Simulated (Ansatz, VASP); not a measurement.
**One calculation of Fe, two programs**

The input POSCAR:

```
Fe
1.0
    2.7785376220      0.0000000000      0.0000000000
   -1.3892688110      2.4062841661      0.0000000000
    0.0000000000      0.0000000000      7.5675618161
Fe
4
Direct
    0.0000000000      0.0000000000      0.2500000000
    0.0000000000      0.0000000000      0.7500000000
    0.3333333333      0.6666666667      0.7500000000
    0.6666666667      0.3333333333      0.2500000000
```

Contents of INCAR.step1:

```
SYSTEM = Fe
PREC     = Accurate       ! precision mode
ENCUT    = 600            ! plane-wave cutoff, eV
ISMEAR   = 0              ! smearing method
SIGMA    = 0.1            ! smearing width, eV
LREAL    = .FALSE.        ! projectors in reciprocal space
LASPH    = .TRUE.         ! aspherical terms in the spheres
NELM     = 100            ! most SCF steps
GGA      = PE             ! functional
ALGO     = Normal         ! electronic algorithm
EDIFF    = 1E-4           ! SCF threshold, eV
LWAVE    = .TRUE.         ! write WAVECAR
LCHARG   = .FALSE.        ! write CHGCAR
```

Contents of INCAR.step2:

```
SYSTEM = Fe
PREC     = Accurate       ! precision mode
ENCUT    = 600            ! plane-wave cutoff, eV
EDIFF    = 1E-6           ! SCF threshold, eV
ISMEAR   = 0              ! smearing method
SIGMA    = 0.1            ! smearing width, eV
LREAL    = .FALSE.        ! projectors in reciprocal space
LASPH    = .TRUE.         ! aspherical terms in the spheres
NELM     = 100            ! most SCF steps
ALGO     = Normal         ! electronic algorithm
ISIF     = 3              ! what is computed and relaxed
LWAVE    = .FALSE.        ! write WAVECAR
LCHARG   = .FALSE.        ! write CHGCAR
METAGGA  = R2SCAN         ! meta-GGA
LMIXTAU  = .TRUE.       
IBRION   = 2              ! ionic algorithm
NSW      = 90             ! ionic steps
EDIFFG   = -0.04          ! ionic threshold
ISTART   = 1
```

File KPOINTS:

```
Automatic mesh
0
G
  9 9 2
  0 0 0
```

Input for Ansatz:

```yaml
crystal:
  lattice:
    - [2.778537622, 0.0, 0.0]
    - [-1.389268811, 2.4062841661, 0.0]
    - [0.0, 0.0, 7.5675618161]
  atoms:
    - { symbol: Fe, position: [0.0, 0.0, 0.25] }
    - { symbol: Fe, position: [0.0, 0.0, 0.75] }
    - { symbol: Fe, position: [0.3333333333, 0.6666666667, 0.75] }
    - { symbol: Fe, position: [0.6666666667, 0.3333333333, 0.25] }
basis:
  ecutwfc: 500
kpoints:
  mp_grid: { grid: [9, 9, 2] }
hamiltonian:
  xc: r2scan
scf:
  occupations: { method: gaussian, width: 0.1 }
  lower_state_search: "off"
output:
  forces: true
  stress: true
  eigenvalues: true
relax:
  adjacent_minimum: "off"
  f_tol: 0.04
  max_steps: 70
  cell: { stress_tol: 0.4 }
```

Alike in both runs: task relaxation of cell and atoms; functional r2SCAN; k mesh 9 × 9 × 2; occupations gaussian, width 0.1 eV; no spin polarisation.

|  | VASP | Ansatz |
| --- | --- | --- |
| version | VASP 6.6.1 | Ansatz 0.2.0 |
| potentials or method | VASP PAW PBE potentials, release 64 (Fe), cutoff 600 eV | scalar-relativistic, plane waves, PAW |
| valence electrons in the cell | 32 | 64 |

VASP gave:

* gap on the k mesh at the Fermi level, each at its own relaxed structure (eV): none
* relaxed volume (Å³/atom): 12.29
* relaxed cell length with the largest relative difference (Å): 4.252

Task: Which values does Ansatz return?

Result: gap on the k mesh at the Fermi level, each at its own relaxed structure (eV): none; relaxed volume (Å³/atom): 12.32; relaxed cell length with the largest relative difference (Å): 4.232.

VASP's potentials were made for PBE, not for r2SCAN. A gap of «none» marks a metal or a gap that the smearing closes. VASP's potentials hold 32 valence electrons a cell and Ansatz's 64, so a difference there can come from the potentials and not from the codes.

The k mesh is coarse, so the values compare programs but aren't converged. Noted on VASP's run: too few bands were computed for a metal, which touches its energy and stress.
